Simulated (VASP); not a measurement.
# W (Im-3m) in VASP: further runs

The runs below take W through single point, with PBEsol.

All numbers are computed with VASP 6.6.1; they aren't measurements. Logs are shortened: lines on timing, memory, paths and dates and some standing lists are left out, and cuts for length are marked.

### Step 1. The cell of the first run

It takes space group Im-3m (No. 229, cubic). The conventional cell has a = 3.110 Å, b = 3.110 Å, c = 3.110 Å, α = 90.00°, β = 90.00°, γ = 90.00°. W (site symmetry m-3m) has 14 W at 2.69 to 3.11 Å within 3.6 Å.

### Step 2. Single point, PBEsol

INCAR reads:

```
ALGO = Normal ; EDIFF = 1E-7
ENCUT = 520 ; GGA = PS
ISIF = 2 ; ISMEAR = -1
LASPH = T ; LCHARG = F
LREAL = F ; LWAVE = F
NBANDS = 13 ; NELM = 100
PREC = Accurate ; SIGMA = 0.08
```

KPOINTS reads:

```
k-points
0
Gamma
  24 24 24
```

POSCAR reads:

```
W
1.0
   -1.5548243612      1.5548243612      1.5548243612
    1.5548243612     -1.5548243612      1.5548243612
    1.5548243612      1.5548243612     -1.5548243612
W
1
Direct
    0.0000000000      0.0000000000      0.0000000000
```

Potentials or basis: VASP PAW PBE potentials, release 64 (W_sv).

Started as:

```console
> cat potpaw_PBE.64/W_sv/POTCAR > POTCAR
> mpirun -np 1 vasp_std > vasp.out
```

OUTCAR:

```text
EDIFF = 1E-7
   ENCUT = 520
   GGA = PS
   ISIF = 2
   ISMEAR = -1
   LASPH = T
   LREAL = F
   NELM = 100
   PREC = Accurate

 ion  position               nearest neighbor table
   1  0.000  0.000  0.000-

  LATTYP: Found a body centered cubic cell.
 ALAT       =     3.1096487224

  Lattice vectors:

 A1 = (  -1.5548243612,   1.5548243612,   1.5548243612)
 A2 = (   1.5548243612,  -1.5548243612,   1.5548243612)
 A3 = (   1.5548243612,   1.5548243612,  -1.5548243612)

Analysis of symmetry for initial positions (statically):
=====================================================================
 Subroutine PRICEL returns:
 Original cell was already a primitive cell.

 Routine SETGRP: Setting up the symmetry group for a
 body centered cubic supercell.

 Subroutine GETGRP returns: Found 48 space group operations
 (whereof 48 operations were pure point group operations)
 out of a pool of 48 trial point group operations.

The static configuration has the point symmetry O_h .

Analysis of symmetry for dynamics (positions and initial velocities):
=====================================================================
 Subroutine PRICEL returns:
 Original cell was already a primitive cell.

 Routine SETGRP: Setting up the symmetry group for a
 body centered cubic supercell.

 Subroutine GETGRP returns: Found 48 space group operations
 (whereof 48 operations were pure point group operations)
 out of a pool of 48 trial point group operations.

The dynamic configuration has the point symmetry O_h .

 Subroutine INISYM returns: Found 48 space group operations
 (whereof 48 operations are pure point group operations),
 and found     1 'primitive' translations

----------------------------------------------------------------------------------------

                                     Primitive cell

  volume of cell :      15.0350

  direct lattice vectors                    reciprocal lattice vectors
    -1.554824361  1.554824361  1.554824361     0.000000000  0.321579731  0.321579731
     1.554824361 -1.554824361  1.554824361     0.321579731  0.000000000  0.321579731
     1.554824361  1.554824361 -1.554824361     0.321579731  0.321579731  0.000000000

  length of vectors
     2.693034790  2.693034790  2.693034790     0.454782417  0.454782417  0.454782417

  position of ions in fractional coordinates (direct lattice)
     0.000000000  0.000000000  0.000000000

  ion indices of the primitive-cell ions
   primitive index   ion index
                 1           1

----------------------------------------------------------------------------------------

 KPOINTS: k-points

Automatic generation of k-mesh.
 Grid dimensions read from file:
 generate k-points for:   24   24   24

 Generating k-lattice:

  Cartesian coordinates                     Fractional coordinates (reciprocal lattice)
     0.000000000  0.013399155  0.013399155     0.041666667  0.000000000  0.000000000
     0.013399155  0.000000000  0.013399155     0.000000000  0.041666667  0.000000000
     0.013399155  0.013399155  0.000000000     0.000000000  0.000000000  0.041666667

  Length of vectors
     0.018949267  0.018949267  0.018949267

  Shift w.r.t. Gamma in fractional coordinates (k-lattice)
     0.000000000  0.000000000  0.000000000

 Subroutine IBZKPT returns following result:
 ===========================================

 Found    413 irreducible k-points:

 Following reciprocal coordinates:
            Coordinates               Weight
  0.000000  0.000000  0.000000      1.000000
  0.041667  0.000000  0.000000     12.000000
  0.083333  0.000000  0.000000     12.000000
  0.125000  0.000000  0.000000     12.000000
  0.166667  0.000000  0.000000     12.000000
  0.208333  0.000000  0.000000     12.000000
[... 16 lines left out ...]
  0.416667  0.041667  0.000000     48.000000
  0.458333  0.041667  0.000000     48.000000
 [... further k-points ...]
   k-points           NKPTS =    413   k-points in BZ     NKDIM =    413   number of bands    NBANDS=     13
   number of dos      NEDOS =    301   number of ions     NIONS =      1
   total plane-waves  NPLWV =   8000
   dimension x,y,z NGX =    20 NGY =   20 NGZ =   20
   dimension x,y,z NGXF=    40 NGYF=   40 NGZF=   40
   ions per type =               1
   NGX,Y,Z   is equivalent  to a cutoff of  12.35, 12.35, 12.35 a.u.
   NGXF,Y,Z  is equivalent  to a cutoff of  24.69, 24.69, 24.69 a.u.
 SYSTEM =  unknown system
   PREC   = accura    normal or accurate (medium, high low for compatibility)
   ISTART =      0    job   : 0-new  1-cont  2-samecut
   ICHARG =      2    charge: 1-file 2-atom 10-const
   ISPIN  =      1    spin polarized calculation?
   LNONCOLLINEAR =      F non collinear calculations
   LSORBIT =      F    spin-orbit coupling
   LASPH  =      T    aspherical Exc in radial PAW
   ENCUT  =  520.0 eV  38.22 Ry    6.18 a.u.   5.01  5.01  5.01*2*pi/ulx,y,z
   NELM   =    100;   NELMIN=  2; NELMDL= -5     # of ELM steps
   EDIFF  = 0.1E-06   stopping-criterion for ELM
   LREAL  =      F    real-space projection
   EDIFFG = 0.1E-05   stopping-criterion for IOM
   NSW    =      0    number of steps for IOM
   IBRION =     -1    ionic relax: 0-MD 1-quasi-New 2-CG
   NFREE  =      0    steps in history (QN), initial steepest desc. (CG)
   ISIF   =      2    stress and relaxation
   ISYM   =      2    0-nonsym 1-usesym 2-fastsym
   POTIM  = 0.5000    time-step for ionic-motion
   TEBEG  =    0.0;   TEEND  =   0.0 temperature during run
   PSTRESS=    0.0 pullay stress
   NELECT =      14.0000    total number of electrons
   NUPDOWN=      -1.0000    fix difference up-down
   EMIN   =  10.00;   EMAX   =-10.00  energy-range for DOS
   EFERMI =   0.00;   METHOD = LEGACY
   ISMEAR =    -1;   SIGMA  =   0.08  broadening in eV -4-tet -1-fermi 0-gaus
   EFERMI_NEDOS =   21; number of points for ismear=-14 and -15
   IALGO  =     38    algorithm
   IMIX   =      4    mixing-type and parameters
     AMIX     =   0.40;   BMIX     =  1.00
     AMIX_MAG =   1.60;   BMIX_MAG =  1.00
  volume/ion in A,a.u.               =      15.04       101.46
  Fermi-wavevector in a.u.,A,eV,Ry     =   1.598636  3.020983 34.771540  2.555636
  Thomas-Fermi vector in A             =   2.696054
   LORBIT       =      0    0 simple, 1 ext, 2 COOP (PROOUT), +10 PAW based schemes
   GGA     = PS    functional components
   LHFCALC =     F    Hartree Fock is set to
   AEXX    =    0.0000 exact exchange contribution
   IVDW    =     0    specifies the selected vdW correction
   LEPSILON=     F    determine dielectric tensor
   LRPA    =     F    only Hartree local field effects (RPA)
 non-spin polarized calculation
  energy-cutoff  :      520.00
  volume of cell :       15.04
 maximum number of plane-waves:       420
   NGX =  9   NGY =  9   NGZ =  9

 number of electron      14.0000001 magnetization

 Free energy of the ion-electron system (eV)
  ---------------------------------------------------
  ext. energy  EPLUGINS =         0.00000000
  ---------------------------------------------------
  free energy    TOTEN  =       -13.77762731 eV

  energy without entropy =      -13.76863719  energy(sigma->0) =      -13.77313225

 E-fermi :  12.1072     XC(G=0): -14.0631

 val. band max:       12.0940642619   @ k =  -0.2917   0.3333   0.1667
 cond. band min:      12.1184431354   @ k =  -0.4583   0.4583   0.2083
 fundamental gap:      0.0243788735
 Fermi energy:        12.1071502342

 k-point     1 :       0.0000    0.0000    0.0000
  band No.  band energies     occupation
      1     -62.0253      2.00000
      2     -25.4965      2.00000
      3     -25.4965      2.00000
      4     -25.4965      2.00000
      5       2.1112      2.00000
      6      10.7257      2.00000
      7      10.7257      2.00000
      8      10.7257      2.00000
      9      14.4171      0.00000
     10      14.4171      0.00000
     11      26.7125      0.00000
     12      26.7125      0.00000
     13      26.7125      0.00000

 k-point     2 :       0.0417    0.0000    0.0000
  band No.  band energies     occupation
      1     -62.0224      2.00000
      2     -25.5252      2.00000
      3     -25.5053      2.00000
      4     -25.4967      2.00000
      5       2.2020      2.00000
      6      10.6691      2.00000
      7      10.7139      2.00000
      8      10.8132      2.00000
      9      14.3210      0.00000
     10      14.4169      0.00000
     11      26.7934      0.00000
     12      26.8656      0.00000
     13      26.9492      0.00000

 k-point     3 :       0.0833    0.0000    0.0000
  band No.  band energies     occupation
      1     -62.0140      2.00000
      2     -25.6090      2.00000
      3     -25.5310      2.00000
      4     -25.4972      2.00000
      5       2.4681      2.00000
      6      10.5073      2.00000
      7      10.6684      2.00000
      8      11.0740      2.00000
      9      14.0836      0.00000
     10      14.4191      0.00000
     11      27.0172      0.00000
     12      27.3163      0.00000
     13      27.6010      0.00000
[... 305 lines left out ...]
 k-point    23 :       0.4167    0.0417    0.0000
  band No.  band energies     occupation
      1     -61.8607      2.00000
      2     -26.9735      2.00000
      3     -25.9813      2.00000
      4     -25.5187      2.00000
      5       5.5086      2.00000
      6       8.3066      2.00000
      7      12.1896      0.52602
      8      14.4049      0.00000
      9      15.3878      0.00000
     10      18.2327      0.00000
     11      24.0794      0.00000
     12      24.5145      0.00000
     13      30.3444      0.00000

 k-point    24 :       0.4583    0.0417    0.0000
  band No.  band energies     occupation
      1     -61.8549      2.00000
      2     -27.0202      2.00000
      3     -25.9979      2.00000
      4     -25.5192      2.00000
      5       5.4801      2.00000
      6       8.2406      2.00000
      7      12.6850      0.00146
      8      14.3334      0.00000
      9      15.4952      0.00000
     10      18.7422      0.00000
     11      23.8139      0.00000
     12      24.0280      0.00000
     13      29.6670      0.00000

 [... further k-points ...]
[... 5 lines left out ...]
  --------------------------------------------------------------------------------------
  -------------------------------------------------------------------------------------
  Total        1.4920887      1.4920887      1.4920887      0.0000000      0.0000000      0.0000000
  in kB      159.0015014    159.0015014    159.0015014      0.0000000      0.0000000      0.0000000
  external PRESSURE =     159.0015014 kB  Pullay stress =       0.0000000 kB

 VOLUME and BASIS-vectors are now :
 -----------------------------------------------------------------------------
  energy-cutoff  :      520.00
  volume of cell :       15.04
      direct lattice vectors                 reciprocal lattice vectors
    -1.554824361  1.554824361  1.554824361     0.000000000  0.321579731  0.321579731
     1.554824361 -1.554824361  1.554824361     0.321579731  0.000000000  0.321579731
     1.554824361  1.554824361 -1.554824361     0.321579731  0.321579731  0.000000000

 POSITION                                       TOTAL-FORCE (eV/Angst)
 -----------------------------------------------------------------------------------
      0.00000      0.00000      0.00000         0.000000      0.000000     -0.000000
 -----------------------------------------------------------------------------------
    total drift:                                0.000000     -0.000000      0.000000

  FREE ENERGIE OF THE ION-ELECTRON SYSTEM (eV)
  ---------------------------------------------------
  free  energy   TOTEN  =       -13.7776273089 eV

  energy  without entropy=      -13.7686371856  energy(sigma->0) =      -13.77313225
```

Wall time 33 s (1 thread of Intel Xeon Platinum 8375C at 2.90GHz (Ice Lake), shared host); peak memory 0.18 GiB.

What came out:

| Item | Value |
| --- | --- |
| Free energy | -13.7776 eV |
| Pressure | 15.9 GPa |
| Band gap on the k mesh | zero (band 7 reaches 17.63 eV, above the bottom of band 8 at 10.73 eV) |

Levels at points of the mesh, in eV from the Fermi level:
```csv
k point,band 3,band 4,band 5,band 6,band 7,band 8,band 9,band 10,band 11,band 12
"(0.00, 0.00, 0.00)",-37.60,-37.60,-10.00,-1.38,-1.38,-1.38,2.31,2.31,14.61,14.61
"(0.50, 0.00, 0.00)",-38.10,-37.62,-6.70,-3.89,0.85,2.24,3.29,6.61,11.58,11.91
"(0.50, 0.50, 0.50)",-38.67,-38.67,-6.35,-6.35,5.52,5.52,5.52,8.65,8.65,8.65
```

Caveat: the PAW data sets were made with another functional, which shifts forces and pressure a little; spin-orbit coupling is left out, which moves the levels of the heavy elements.

### Step 3. Single point, PBEsol

This run uses another cell than the first one, of 15.24 Å³/atom, 1.013 times its volume.

INCAR reads:

```
SYSTEM = W
  PREC = Accurate
  ENCUT = 520
  EDIFF = 1E-7
  ISMEAR = -1
  SIGMA = 0.08
  LREAL = .False.
  LASPH = .True.
  NELM = 60
  ALGO = Normal
  ISIF = 2
  LWAVE = .False.
  LCHARG = .True.
  GGA = PS
  LELF = .True.
  LVHAR = .True.
  NBANDS = 13
```

KPOINTS reads:

```
Automatic mesh
0
Gamma
  24 24 24
  0 0 0
```

POSCAR reads:

```
W
1.0
   -1.5617636313      1.5617636313      1.5617636313
    1.5617636313     -1.5617636313      1.5617636313
    1.5617636313      1.5617636313     -1.5617636313
W
1
Direct
    0.0000000000      0.0000000000      0.0000000000
```

Potentials or basis: VASP PAW PBE potentials, release 64 (W_sv).

Started as:

```console
> cat potpaw_PBE.64/W_sv/POTCAR > POTCAR
> mpirun -np 1 vasp_std > vasp.out
```

Run time: 34 s. Hardware: 1 thread of Intel Xeon Platinum 8375C at 2.90GHz (Ice Lake), shared host; peak memory 0.19 GiB.

It converged, with:

- Free energy: -13.7946 eV
- Pressure: 10.8 GPa
- Band gap on the k mesh: zero (band 7 reaches 17.33 eV, above the bottom of band 8 at 10.55 eV)

Levels at points of the mesh, in eV from the Fermi level:
| k point | band 5 | band 6 | band 7 | band 8 | band 9 | band 10 |
| --- | --- | --- | --- | --- | --- | --- |
| (0.00, 0.00, 0.00) | -9.92 | -1.35 | -1.35 | -1.35 | 2.28 | 2.28 |
| (0.50, 0.00, 0.00) | -6.60 | -3.82 | 0.80 | 2.21 | 3.24 | 6.49 |
| (0.50, 0.50, 0.50) | -6.23 | -6.23 | 5.43 | 5.43 | 5.43 | 8.54 |

Caveat: the PAW data sets were made with another functional, which shifts forces and pressure a little; spin-orbit coupling is left out, which moves the levels of the heavy elements.

### Step 4. Single point, PBEsol

This run uses another cell than the first one, of 15.37 Å³/atom, 1.022 times its volume.

INCAR reads:

```
PREC     = Accurate       # precision mode
ENCUT    = 520            # plane-wave cutoff, eV
EDIFF    = 1E-7           # SCF threshold, eV
ISMEAR   = -1             # smearing method
SIGMA    = 0.08           # smearing width, eV
LREAL    = F              # projectors in reciprocal space
LASPH    = T              # aspherical terms in the spheres
NELM     = 100            # most SCF steps
ALGO     = Normal         # electronic algorithm
ISIF     = 2              # what is computed and relaxed
LWAVE    = F              # write WAVECAR
LCHARG   = F              # write CHGCAR
GGA      = PS             # functional
NBANDS   = 13             # bands
```

KPOINTS reads:

```
regular mesh
0
Gamma
  24 24 24
```

POSCAR reads:

```
W
1.0
   -1.5661704325      1.5661704325      1.5661704325
    1.5661704325     -1.5661704325      1.5661704325
    1.5661704325      1.5661704325     -1.5661704325
W
1
Direct
    0.0000000000      0.0000000000      0.0000000000
```

Started as:

```console
> cat potpaw_PBE.64/W_sv/POTCAR > POTCAR
> mpirun -np 1 vasp_std > vasp.out
```

It took 34 s on 1 thread of Intel Xeon Platinum 8375C at 2.90GHz (Ice Lake), shared host; peak memory 0.18 GiB.

It converged, with:

- Free energy: -13.8022 eV
- Pressure: 7.8 GPa
- Band gap on the k mesh: zero (band 7 reaches 17.14 eV, above the bottom of band 8 at 10.44 eV)

Levels at points of the mesh, in eV from the Fermi level:
```tsv
k point	band 4	band 5	band 6	band 7	band 8	band 9	band 10	band 11
(0.00, 0.00, 0.00)	-37.66	-9.87	-1.33	-1.33	-1.33	2.27	2.27	14.57
(0.50, 0.00, 0.00)	-37.67	-6.54	-3.77	0.77	2.19	3.20	6.41	11.54
(0.50, 0.50, 0.50)	-38.66	-6.15	-6.15	5.37	5.37	5.37	8.47	8.47
```

Caveat: the PAW data sets were made with another functional, which shifts forces and pressure a little; spin-orbit coupling is left out, which moves the levels of the heavy elements.

### Step 5. Summary

```tsv
cell	gap on the mesh (eV)	pressure (GPa)
a = 2.693 Å, angles 109.5°, 1 atom	none	15.9
a = 2.705 Å, angles 109.5°, 1 atom	none	10.8
a = 2.713 Å, angles 109.5°, 1 atom	none	7.8
```

Alike in all rows: task single point; level PBEsol; potentials or basis VASP PAW PBE potentials, release 64 (W_sv); no spin polarisation; k mesh 24 × 24 × 24; cutoff (eV) 520; smearing fermi-dirac 0.08 eV.

Caveats: the PAW data sets were made with another functional, which shifts forces and pressure a little; spin-orbit coupling is left out, which moves the levels of the heavy elements.

Total energies depend on the potentials used, so only differences within one code and one set of settings carry meaning.
